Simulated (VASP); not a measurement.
# HfN in VASP: notebook

Runs on HfN. Level: PBE. Tasks: single point.

All numbers are computed with VASP 6.6.1; they aren't measurements. Logs are shortened: lines on timing, memory, paths and dates and some standing lists are left out, and cuts for length are marked.

## 1. The cell of the first run

The cell holds a slab with vacuum, 6 atoms: a = 3.216 Å, b = 4.548 Å, c = 19.216 Å, α = 90.00°, β = 90.00°, γ = 90.00°.

## 2. Single point, PBE

File INCAR:

```
PREC = Accurate
ENCUT = 520
EDIFF = 1E-6
ISMEAR = -1
SIGMA = 0.02
LREAL = F
LASPH = T
NELM = 60
ALGO = Normal
ISIF = 2
LWAVE = F
LCHARG = F
LDIPOL = T
IDIPOL = 3
DIPOL = 0.5 0.5 0.500
GGA = PE
NBANDS = 32
```

File KPOINTS:

```
Automatic mesh
0
Gamma
  9 7 1
```

File POSCAR:

```
HfN
1.0
    3.2157240931      0.0000000000      0.0000000000
    0.0000000000      4.5477206253      0.0000000000
    0.0000000000      0.0000000000     19.2157000000
Hf N
3 3
Direct
    0.0000000000      0.2500000000      0.4163256063
    0.5000000000      0.7500000000      0.5000000000
    0.0000000000      0.2500000000      0.5836743937
    0.0000000000      0.7500000000      0.4163256063
    0.5000000000      0.2500000000      0.5000000000
    0.0000000000      0.7500000000      0.5836743937
```

Potentials or basis: VASP PAW PBE potentials, release 64 (Hf_pv, N).

Started as:

```
cat potpaw_PBE.64/Hf_pv/POTCAR potpaw_PBE.64/N/POTCAR > POTCAR
mpirun -np 1 vasp_std > vasp.out
```

OUTCAR:

```text
PREC = Accurate
   ENCUT = 520
   EDIFF = 1E-6
   ISMEAR = -1
   LREAL = F
   LASPH = T
   NELM = 60
   ISIF = 2
   GGA = PE

 ion  position               nearest neighbor table
   1  0.000  0.250  0.416-   4 2.27   4 2.27   5 2.27   5 2.27   2 3.22   2 3.22   2 3.22   2 3.22
                             3 3.22
   2  0.500  0.750  0.500-   5 2.27   5 2.27   6 2.27   4 2.27   4 2.27   6 2.27   3 3.22   3 3.22
                             1 3.22   3 3.22   1 3.22   1 3.22   1 3.22   3 3.22
   3  0.000  0.250  0.584-   6 2.27   6 2.27   5 2.27   5 2.27   2 3.22   2 3.22   2 3.22   2 3.22
                             1 3.22
   4  0.000  0.750  0.416-   1 2.27   1 2.27   2 2.27   2 2.27
   5  0.500  0.250  0.500-   2 2.27   2 2.27   3 2.27   1 2.27   1 2.27   3 2.27
   6  0.000  0.750  0.584-   3 2.27   3 2.27   2 2.27   2 2.27

  LATTYP: Found a simple orthorhombic cell.
 ALAT       =     3.2157240931
 B/A-ratio  =     1.4142135624
 C/A-ratio  =     5.9755437481

  Lattice vectors:

 A1 = (   3.2157240931,   0.0000000000,   0.0000000000)
 A2 = (   0.0000000000,   4.5477206253,   0.0000000000)
 A3 = (   0.0000000000,   0.0000000000,  19.2157000000)

Analysis of symmetry for initial positions (statically):
=====================================================================
 Subroutine PRICEL returns:
 Original cell was already a primitive cell.

 Routine SETGRP: Setting up the symmetry group for a
 simple orthorhombic supercell.

 Subroutine GETGRP returns: Found  8 space group operations
 (whereof  4 operations were pure point group operations)
 out of a pool of  8 trial point group operations.

The static configuration has the point symmetry C_2v.
 The point group associated with its full space group is D_2h.

Analysis of symmetry for dynamics (positions and initial velocities):
=====================================================================
 Subroutine PRICEL returns:
 Original cell was already a primitive cell.

 Routine SETGRP: Setting up the symmetry group for a
 simple orthorhombic supercell.

 Subroutine GETGRP returns: Found  8 space group operations
 (whereof  4 operations were pure point group operations)
 out of a pool of  8 trial point group operations.

The dynamic configuration has the point symmetry C_2v.
 The point group associated with its full space group is D_2h.

 Subroutine INISYM returns: Found  8 space group operations
 (whereof  4 operations are pure point group operations),
 and found     1 'primitive' translations

----------------------------------------------------------------------------------------

                                     Primitive cell

  volume of cell :     281.0145

  direct lattice vectors                    reciprocal lattice vectors
     3.215724093  0.000000000  0.000000000     0.310971953  0.000000000  0.000000000
     0.000000000  4.547720625  0.000000000     0.000000000  0.219890376  0.000000000
     0.000000000  0.000000000 19.215700000     0.000000000  0.000000000  0.052040779

  length of vectors
     3.215724093  4.547720625 19.215700000     0.310971953  0.219890376  0.052040779

  position of ions in fractional coordinates (direct lattice)
     0.000000000  0.250000000  0.416325606
     0.500000000  0.750000000  0.500000000
     0.000000000  0.250000000  0.583674394
     0.000000000  0.750000000  0.416325606
     0.500000000  0.250000000  0.500000000
     0.000000000  0.750000000  0.583674394

  ion indices of the primitive-cell ions
   primitive index   ion index
                 1           1
                 2           2
                 3           3
                 4           4
                 5           5
                 6           6

----------------------------------------------------------------------------------------

 KPOINTS: Automatic mesh

Automatic generation of k-mesh.
 Grid dimensions read from file:
 generate k-points for:    9    7    1

 Generating k-lattice:

  Cartesian coordinates                     Fractional coordinates (reciprocal lattice)
     0.034552439  0.000000000  0.000000000     0.111111111  0.000000000  0.000000000
     0.000000000  0.031412911  0.000000000     0.000000000  0.142857143  0.000000000
     0.000000000  0.000000000  0.052040779     0.000000000  0.000000000  1.000000000

  Length of vectors
     0.034552439  0.031412911  0.052040779

  Shift w.r.t. Gamma in fractional coordinates (k-lattice)
     0.000000000  0.000000000  0.000000000

 Subroutine IBZKPT returns following result:
 ===========================================

 Found     20 irreducible k-points:

 Following reciprocal coordinates:
            Coordinates               Weight
  0.000000  0.000000  0.000000      1.000000
  0.111111  0.000000  0.000000      2.000000
  0.222222  0.000000  0.000000      2.000000
  0.333333  0.000000  0.000000      2.000000
  0.444444  0.000000  0.000000      2.000000
  0.000000  0.142857  0.000000      2.000000
[... 12 lines left out ...]
  0.333333  0.428571  0.000000      4.000000
  0.444444  0.428571  0.000000      4.000000
   k-points           NKPTS =     20   k-points in BZ     NKDIM =     20   number of bands    NBANDS=     32
   number of dos      NEDOS =    301   number of ions     NIONS =      6
   total plane-waves  NPLWV = 124416
   dimension x,y,z NGX =    24 NGY =   36 NGZ =  144
   dimension x,y,z NGXF=    48 NGYF=   72 NGZF=  288
   ions per type =               3   3
   NGX,Y,Z   is equivalent  to a cutoff of  12.41, 13.16, 12.46 a.u.
   NGXF,Y,Z  is equivalent  to a cutoff of  24.81, 26.32, 24.92 a.u.
 SYSTEM =  unknown system
   PREC   = accura    normal or accurate (medium, high low for compatibility)
   ISTART =      0    job   : 0-new  1-cont  2-samecut
   ICHARG =      2    charge: 1-file 2-atom 10-const
   ISPIN  =      1    spin polarized calculation?
   LNONCOLLINEAR =      F non collinear calculations
   LSORBIT =      F    spin-orbit coupling
   LASPH  =      T    aspherical Exc in radial PAW
   ENCUT  =  520.0 eV  38.22 Ry    6.18 a.u.   5.98  8.46 35.73*2*pi/ulx,y,z
   NELM   =     60;   NELMIN=  2; NELMDL= -5     # of ELM steps
   EDIFF  = 0.1E-05   stopping-criterion for ELM
   LREAL  =      F    real-space projection
   EDIFFG = 0.1E-04   stopping-criterion for IOM
   NSW    =      0    number of steps for IOM
   IBRION =     -1    ionic relax: 0-MD 1-quasi-New 2-CG
   NFREE  =      0    steps in history (QN), initial steepest desc. (CG)
   ISIF   =      2    stress and relaxation
   ISYM   =      2    0-nonsym 1-usesym 2-fastsym
   POTIM  = 0.5000    time-step for ionic-motion
   TEBEG  =    0.0;   TEEND  =   0.0 temperature during run
   PSTRESS=    0.0 pullay stress
   NELECT =      45.0000    total number of electrons
   NUPDOWN=      -1.0000    fix difference up-down
   EMIN   =  10.00;   EMAX   =-10.00  energy-range for DOS
   EFERMI =   0.00;   METHOD = LEGACY
   ISMEAR =    -1;   SIGMA  =   0.02  broadening in eV -4-tet -1-fermi 0-gaus
   EFERMI_NEDOS =   21; number of points for ismear=-14 and -15
   IALGO  =     38    algorithm
   IMIX   =      4    mixing-type and parameters
     AMIX     =   0.40;   BMIX     =  1.00
     AMIX_MAG =   1.60;   BMIX_MAG =  1.00
  volume/ion in A,a.u.               =      46.84       316.06
  Fermi-wavevector in a.u.,A,eV,Ry     =   0.889002  1.679970 10.753019  0.790325
  Thomas-Fermi vector in A             =   2.010506
   LORBIT       =      0    0 simple, 1 ext, 2 COOP (PROOUT), +10 PAW based schemes
   GGA     = PE    functional components
   LHFCALC =     F    Hartree Fock is set to
   AEXX    =    0.0000 exact exchange contribution
   IVDW    =     0    specifies the selected vdW correction
   LEPSILON=     F    determine dielectric tensor
   LRPA    =     F    only Hartree local field effects (RPA)
 non-spin polarized calculation
  energy-cutoff  :      520.00
  volume of cell :      281.01
 maximum number of plane-waves:      7616
 NGX is ok and might be reduce to    24
   NGX = 11   NGY = 17   NGZ = 71

 number of electron      44.9999997 magnetization

 dipolmoment           0.000000      0.000000      0.000000 electrons x Angstroem

 Free energy of the ion-electron system (eV)
  ---------------------------------------------------
  ext. energy  EPLUGINS =         0.00000000
  ---------------------------------------------------
  free energy    TOTEN  =       -60.05655054 eV

  energy without entropy =      -60.05131456  energy(sigma->0) =      -60.05393255

 E-fermi :  -0.8778     XC(G=0):  -4.3826

 val. band max:       -0.8845948103   @ k =   0.3333   0.2857   0.0000
 cond. band min:      -0.8493849938   @ k =   0.3333   0.2857   0.0000
 fundamental gap:      0.0352098165
 Fermi energy:        -0.8777801842

 k-point     1 :       0.0000    0.0000    0.0000
  band No.  band energies     occupation
      1     -32.6859      2.00000
      2     -32.4579      2.00000
      3     -32.3282      2.00000
      4     -32.1598      2.00000
      5     -32.1573      2.00000
      6     -32.1126      2.00000
[... 24 lines left out ...]
     31       2.1258      0.00000
     32       2.3161      0.00000

 k-point     2 :       0.1111    0.0000    0.0000
  band No.  band energies     occupation
      1     -32.6799      2.00000
      2     -32.4516      2.00000
      3     -32.3109      2.00000
      4     -32.2056      2.00000
      5     -32.1637      2.00000
      6     -32.1552      2.00000
[... 24 lines left out ...]
     31       2.4546      0.00000
     32       2.5681      0.00000
[... 593 lines left out ...]
     31       3.0179      0.00000
     32       3.2083      0.00000

 k-point    20 :       0.4444    0.4286    0.0000
  band No.  band energies     occupation
      1     -32.6442      2.00000
      2     -32.5984      2.00000
      3     -32.4875      2.00000
      4     -32.3993      2.00000
      5     -32.3147      2.00000
      6     -32.1471      2.00000
[... 24 lines left out ...]
     31       2.8790      0.00000
     32       4.2814      0.00000

------------------------ aborting loop because EDIFF is reached ----------------------------------------

 vacuum level on the upper side and lower side of the slab       (xc-potential included)        -0.161        -0.161

  FORCE on cell =-STRESS in cart. coord.  units (eV):
  Direction    XX          YY          ZZ          XY          YZ          ZX
  --------------------------------------------------------------------------------------
  -------------------------------------------------------------------------------------
  Total       -1.5554837    -16.1098271     -5.9903570      0.0000000      0.0000000      0.0000000
  in kB       -8.8684411    -91.8486325    -34.1534456      0.0000000      0.0000000      0.0000000
  external PRESSURE =     -44.9568397 kB  Pullay stress =       0.0000000 kB

 VOLUME and BASIS-vectors are now :
 -----------------------------------------------------------------------------
  energy-cutoff  :      520.00
  volume of cell :      281.01
      direct lattice vectors                 reciprocal lattice vectors
     3.215724093  0.000000000  0.000000000     0.310971953  0.000000000  0.000000000
     0.000000000  4.547720625  0.000000000     0.000000000  0.219890376  0.000000000
     0.000000000  0.000000000 19.215700000     0.000000000  0.000000000  0.052040779

 POSITION                                       TOTAL-FORCE (eV/Angst)
 -----------------------------------------------------------------------------------
      0.00000      1.13693      7.99999         0.000000     -0.000000      0.989232
      1.60786      3.41079      9.60785         0.000000     -0.000000      0.000000
      0.00000      1.13693     11.21571         0.000000     -0.000000     -0.989232
      0.00000      3.41079      7.99999         0.000000      0.000000      0.859495
      1.60786      1.13693      9.60785         0.000000      0.000000      0.000000
      0.00000      3.41079     11.21571         0.000000      0.000000     -0.859495
 -----------------------------------------------------------------------------------
    total drift:                                0.000000      0.000000     -0.000000

  FREE ENERGIE OF THE ION-ELECTRON SYSTEM (eV)
  ---------------------------------------------------
  free  energy   TOTEN  =       -60.0565505353 eV

  energy  without entropy=      -60.0513145617  energy(sigma->0) =      -60.05393255

 vacuum level on the upper side and lower side of the slab         2.752         2.752
```

It took 3.9 min on 1 thread of Intel Xeon Platinum 8488C (Sapphire Rapids), shared host; peak memory 0.42 GiB.

Results:

```
Free energy            : -60.0566 eV
Largest force          : 0.989 eV/Å
Band gap on the k mesh : zero (an odd number of electrons rules out a gap without spin polarisation)
```

Forces in eV/Å, atoms in the order of the input:
```
Hf   0.000  0.000  0.989
Hf   0.000  0.000  0.000
Hf   0.000  0.000 -0.989
N    0.000  0.000  0.859
N    0.000  0.000  0.000
N    0.000  0.000 -0.859
```

Caveat: spin-orbit coupling is left out, which moves the levels of the heavy elements; an odd number of electrons without spin polarisation forces a metal; a magnetic or distorted state may lie lower.

## 3. Single point, PBE

File INCAR:

```
SYSTEM = HfN
ALGO = Normal
DIPOL = 0.5 0.5 0.500
EDIFF = 1E-7
ENCUT = 520
GGA = PE
IDIPOL = 3
ISIF = 2
ISMEAR = -1
LASPH = .True.
LCHARG = .True.
LDIPOL = .True.
LELF = .True.
LREAL = .False.
LVACPOTAV = .True.
LVHAR = .True.
LWAVE = .False.
NBANDS = 32
NELM = 80
PREC = Accurate
SIGMA = 0.02
```

File KPOINTS:

```
k-points
0
Gamma
  9 7 1
  0 0 0
```

File POSCAR:

```
HfN
1.0
    3.2157240931      0.0000000000      0.0000000000
    0.0000000000      4.5477206253      0.0000000000
    0.0000000000      0.0000000000     19.2157000000
Hf N
3 3
Direct
    0.0000000000      0.2500000000      0.4201510288
    0.5000000000      0.7500000000      0.4999999479
    0.0000000000      0.2500000000      0.5798490693
    0.0000000000      0.7500000000      0.4201061568
    0.5000000000      0.2500000000      0.5000000536
    0.0000000000      0.7500000000      0.5798937436
```

Potentials or basis: VASP PAW PBE potentials, release 64 (Hf_pv, N).

Started as:

```
cat potpaw_PBE.64/Hf_pv/POTCAR potpaw_PBE.64/N/POTCAR > POTCAR
mpirun -np 1 vasp_std > vasp.out
```

Wall time 4.2 min (1 thread of Intel Xeon Platinum 8488C (Sapphire Rapids), shared host); peak memory 0.42 GiB.

It converged, with:

```
Free energy            : -60.2122 eV
Largest force          : 0.117 eV/Å
Band gap on the k mesh : zero (an odd number of electrons rules out a gap without spin polarisation)
```

Forces on the atoms (eV/Å):
```
Hf   0.000  0.000  0.117
Hf   0.000  0.000  0.000
Hf   0.000  0.000 -0.117
N    0.000  0.000  0.098
N    0.000  0.000  0.000
N    0.000  0.000 -0.098
```

Levels at points of the mesh, in eV from the Fermi level:
```
           k point  band 19  band 20  band 21  band 22  band 23  band 24  band 25  band 26  band 27  band 28
(0.00, 0.00, 0.00)    -2.01    -1.83    -1.50    -0.88    -0.59     0.88     0.95     1.16     1.57     2.16
```

Caveat: spin-orbit coupling is left out, which moves the levels of the heavy elements; an odd number of electrons without spin polarisation forces a metal; a magnetic or distorted state may lie lower.

## 4. Single point, PBE

File INCAR:

```
PREC = Accurate
ENCUT = 520
EDIFF = 1E-7
ISMEAR = -1
SIGMA = 0.02
LREAL = F
LASPH = T
NELM = 100
ALGO = Normal
ISIF = 2
LWAVE = F
LCHARG = F
LDIPOL = T
IDIPOL = 3
DIPOL = 0.5 0.5 0.500
GGA = PE
NBANDS = 32
```

File KPOINTS:

```
regular mesh
0
Gamma
  9 7 1
```

POSCAR is that of step 3.

Potentials or basis: VASP PAW PBE potentials, release 64 (Hf_pv, N).

Started as:

```
cat potpaw_PBE.64/Hf_pv/POTCAR potpaw_PBE.64/N/POTCAR > POTCAR
mpirun -np 1 vasp_std > vasp.out
```

OUTCAR:

```text
PREC = Accurate
   ENCUT = 520
   EDIFF = 1E-7
   ISMEAR = -1
   LREAL = F
   LASPH = T
   NELM = 100
   ISIF = 2
   GGA = PE

 ion  position               nearest neighbor table
   1  0.000  0.250  0.420-   5 2.22   5 2.22   4 2.27   4 2.27   3 3.07   2 3.18   2 3.18   2 3.18
                             2 3.18
   2  0.500  0.750  0.500-   4 2.22   4 2.22   6 2.22   6 2.22   5 2.27   5 2.27   1 3.18   1 3.18
                             1 3.18   1 3.18   3 3.18   3 3.18   3 3.18   3 3.18
   3  0.000  0.250  0.580-   5 2.22   5 2.22   6 2.27   6 2.27   1 3.07   2 3.18   2 3.18   2 3.18
                             2 3.18
   4  0.000  0.750  0.420-   2 2.22   2 2.22   1 2.27   1 2.27
[... 913 lines left out ...]
  in kB        5.0255074    -81.5851288     -4.0222298      0.0000000      0.0000000      0.0000000
  external PRESSURE =     -26.8606171 kB  Pullay stress =       0.0000000 kB

 VOLUME and BASIS-vectors are now :
 -----------------------------------------------------------------------------
  energy-cutoff  :      520.00
  volume of cell :      281.01
      direct lattice vectors                 reciprocal lattice vectors
     3.215724093  0.000000000  0.000000000     0.310971953  0.000000000  0.000000000
     0.000000000  4.547720625  0.000000000     0.000000000  0.219890376  0.000000000
     0.000000000  0.000000000 19.215700000     0.000000000  0.000000000  0.052040779

 POSITION                                       TOTAL-FORCE (eV/Angst)
 -----------------------------------------------------------------------------------
      0.00000      1.13693      8.07350         0.000000     -0.000000      0.117319
      1.60786      3.41079      9.60785         0.000000     -0.000000      0.000000
      0.00000      1.13693     11.14221         0.000000     -0.000000     -0.117319
      0.00000      3.41079      8.07263         0.000000      0.000000      0.097869
      1.60786      1.13693      9.60785         0.000000     -0.000000      0.000000
      0.00000      3.41079     11.14306         0.000000      0.000000     -0.097869
 -----------------------------------------------------------------------------------
    total drift:                                0.000000      0.000000      0.003286

  FREE ENERGIE OF THE ION-ELECTRON SYSTEM (eV)
  ---------------------------------------------------
  free  energy   TOTEN  =       -60.2121829150 eV

  energy  without entropy=      -60.2040638678  energy(sigma->0) =      -60.20812339

 vacuum level on the upper side and lower side of the slab         2.751         2.750
```

Run time: 4.1 min. Hardware: 1 thread of Intel Xeon Platinum 8488C (Sapphire Rapids), shared host; peak memory 0.43 GiB.

What came out:

- Free energy: -60.2122 eV
- Largest force: 0.117 eV/Å
- Band gap on the k mesh: zero (an odd number of electrons rules out a gap without spin polarisation)

Forces in eV/Å, atoms in the order of the input:
```
Hf   0.000  0.000  0.117
Hf   0.000  0.000  0.000
Hf   0.000  0.000 -0.117
N    0.000  0.000  0.098
N    0.000  0.000  0.000
N    0.000  0.000 -0.098
```

Levels at points of the mesh, in eV from the Fermi level:
```csv
k point,band 20,band 21,band 22,band 23,band 24,band 25,band 26,band 27
"(0.00, 0.00, 0.00)",-1.83,-1.50,-0.88,-0.59,0.88,0.95,1.16,1.57
```

Caveat: spin-orbit coupling is left out, which moves the levels of the heavy elements; an odd number of electrons without spin polarisation forces a metal; a magnetic or distorted state may lie lower.

(Continued in part 2 of 2.)

The gap in the log of VASP goes by the Fermi energy; the results here count the filled bands.